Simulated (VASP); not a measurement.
The system is CdSe3S.

```xyz
5
Lattice="5.0181 0.0000 0.0000 0.0000 5.0181 0.0000 0.0000 0.0000 5.0085" Properties=species:S:1:pos:R:3 pbc="T T T"
Cd    0.0000    0.0000    2.4316
Se    0.0000    2.5090    2.4302
Se    0.0000    0.0000    4.9354
Se    2.5090    0.0000    2.4302
S     2.5090    2.5090    4.9944
```

The cell was generated, and may not be a known phase.

| Property | Result |
| --- | --- |
| Program | VASP 6.6.1 |
| Task | relaxation of cell and atoms |
| Functional | PBE |
| Potentials or basis | VASP PAW PBE potentials, release 64 (Cd, Se, S) |
| Cutoff | 600 eV |
| k mesh | 4 × 4 × 4 |
| Occupations | gaussian, width 0.1 eV |
| Spin | no spin polarisation |

At the start: pressure 5.1 GPa; volume 25.22 Å³/atom.

Where does the relaxation end?

Over 28 steps the energy falls by 790.0 meV/atom and the volume is 28.90 Å³/atom (+14.6 %); space group P4mm (No. 99, to 0.1 Å) before and after.

The path:
```
step  energy change (eV)  largest force (eV/Å)  pressure (GPa)  volume (Å³)
   1              0.0000                0.1306            5.08       126.12
   2             -0.1925                0.1658           -0.44       141.28
   3             -0.1947                0.1624            0.00       139.62
   4             -0.1946                0.1630           -0.08       139.90
   5             -0.1967                0.1894           -0.08       139.91
   6             -0.2047                0.2701           -0.09       139.96
   7             -0.2298                0.4339           -0.10       140.06
   8             -0.3166                0.7602           -0.11       140.26
   9             -0.6278                1.2896           -0.07       140.65
  10             -1.7451                2.4522            0.15       141.44
  11             -3.5442                0.7818            0.78       142.99
  12             -3.7066                0.6718            1.04       143.35
  13             -3.7034                0.9028            0.17       144.06
  14             -3.7460                0.7382            0.54       143.84
  15             -3.7722                0.6736            0.91       143.60
  16             -3.7728                0.6855            0.84       143.67
  17             -3.8154                0.4569           -0.65       148.71
  18             -3.8154                0.4577           -0.65       148.73
  19             -3.8539                0.5086           -0.20       147.10
  20             -3.8967                0.5786            0.96       143.42
  21             -3.9172                0.4406            0.69       143.92
  22             -3.9467                0.0683            0.01       145.41
  23             -3.9473                0.0800           -0.08       145.64
  24             -3.9473                0.0876           -0.09       145.69
  25             -3.9480                0.0823           -0.06       145.53
  26             -3.9496                0.0635            0.05       145.04
  27             -3.9498                0.0168            0.27       144.06
  28             -3.9502                0.0371            0.16       144.52
```

Final structure:
```
CELL_PARAMETERS angstrom
5.10699 0.00000 0.00000
0.00000 5.10699 0.00000
0.00000 0.00000 5.54119
ATOMIC_POSITIONS crystal
Cd 0.00000 0.00000 0.53996
Se 0.00000 0.50000 0.29260
Se 0.00000 0.00000 0.00973
Se 0.50000 0.00000 0.29260
S 0.50000 0.50000 0.30361
```
